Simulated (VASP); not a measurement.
CuAs, 4 atoms in the cell. Symmetry: P6_3/mmc, No. 194, hexagonal system. Conventional cell: a = 3.868 Å, b = 3.868 Å, c = 5.247 Å, α = 90.00°, β = 90.00°, γ = 120.00°. Cu (site symmetry -3m) has 6 As at 2.59 Å and 2 Cu at 2.62 Å within 3.4 Å. As (site symmetry -6m2) has 6 Cu at 2.59 Å and 6 As at 3.45 Å within 3.5 Å. 

| Property | Result |
| --- | --- |
| Program | VASP 6.6.1 |
| Task | single point |
| Functional | LDA |
| Potentials or basis | VASP PAW LDA potentials, release 64 (Cu, As) |
| Cutoff | 520 eV |
| k mesh | 12 × 12 × 8 |
| Occupations | gaussian, width 0.15 eV |
| Spin | no spin polarisation |
| Dipole correction | no |
| Further INCAR settings | ALGO = Normal; EDIFF = 1e-06; NBANDS = 24 |

Potentials or basis: VASP PAW LDA potentials, release 64 (Cu, As).

Launch:

```console
$ cat potpaw_LDA.64/Cu/POTCAR potpaw_LDA.64/As/POTCAR > POTCAR
$ mpirun -np 1 vasp_std > vasp.out
```

Hardware: 1 thread of AMD EPYC 7R43 64-Core Processor (Zen 3) (shared host).

Problem. Estimate the wall time of this run.

Solution. Run time: 3.2 min on 1 thread of AMD EPYC 7R43 64-Core Processor (Zen 3), with other jobs on the host, peak memory 0.23 GiB. Counts: scf iterations 15, k points 95.
